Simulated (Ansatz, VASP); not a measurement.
Two plane-wave programs on CsBr

POSCAR

```
CsBr
1.0
    4.3193780653      0.0000000000      0.0000000000
    0.0000000000      4.3193780653      0.0000000000
    0.0000000000      0.0000000000      4.3193780653
Cs Br
1 1
Direct
    0.0000000000      0.0000000000      0.0000000000
    0.5000000000      0.5000000000      0.5000000000
```

The input INCAR.step1:

```
  ALGO = Normal
  EDIFF = 1E-5
  ENCUT = 550
  GGA = PE
  GGA_COMPAT = F
  ISMEAR = 0
  LASPH = T
  LCHARG = F
  LREAL = F
  LWAVE = T
  NBANDS = 15
  NELM = 120
  PREC = Accurate
  SIGMA = 0.01
```

The input INCAR.step2:

```
  ALGO = Normal
  EDIFF = 1E-6
  ENCUT = 550
  GGA_COMPAT = F
  ISIF = 2
  ISMEAR = 0
  ISTART = 1
  LASPH = T
  LCHARG = T
  LELF = T
  LMIXTAU = T
  LREAL = F
  LVHAR = T
  LWAVE = F
  METAGGA = R2SCAN
  NBANDS = 15
  NELM = 120
  PREC = Accurate
  SIGMA = 0.01
```

File KPOINTS:

```
k-points
0
Gamma
  6 6 6
```

Input for Ansatz:

```yaml
crystal:
  lattice:
    - [4.3193780653, 0.0, 0.0]
    - [0.0, 4.3193780653, 0.0]
    - [0.0, 0.0, 4.3193780653]
  atoms:
    - { symbol: Cs, position: [0.0, 0.0, 0.0] }
    - { symbol: Br, position: [0.5, 0.5, 0.5] }
kpoints:
  mp_grid: { grid: [6, 6, 6] }
  band_path:
    path:
      - [0.0, 0.0, 0.0]
      - [0.0, 0.5, 0.0]
      - [0.5, 0.5, 0.0]
      - [0.5, 0.5, 0.5]
      - [0.0, 0.5, 0.5]
    npoints: 1
hamiltonian:
  xc: r2scan
scf:
  occupations: { method: fixed }
  n_extra_bands: 4
output:
  forces: true
  stress: true
  eigenvalues: true
```

Alike in both runs: task single point; functional r2SCAN; k mesh 6 × 6 × 6; no spin polarisation.

|  | VASP | Ansatz |
| --- | --- | --- |
| version | VASP 6.6.1 | Ansatz 0.2.0 |
| potentials or method | VASP PAW PBE potentials, release 64 (Cs_sv, Br) | plane waves, PAW |
| plane-wave cutoff (eV) | 550 | 500 |
| occupations | gaussian, width 0.01 eV | fixed |
| valence electrons in the cell | 16 | 16 |

```tsv
	VASP	Ansatz	Ansatz less VASP
gap on the k mesh at the Fermi level (eV)	5.19	5.20	+0.017
pressure (GPa)	0.1	0.0	-0.05
```

VASP's potentials were made for PBE, not for r2SCAN.

Spin-orbit coupling is off throughout.
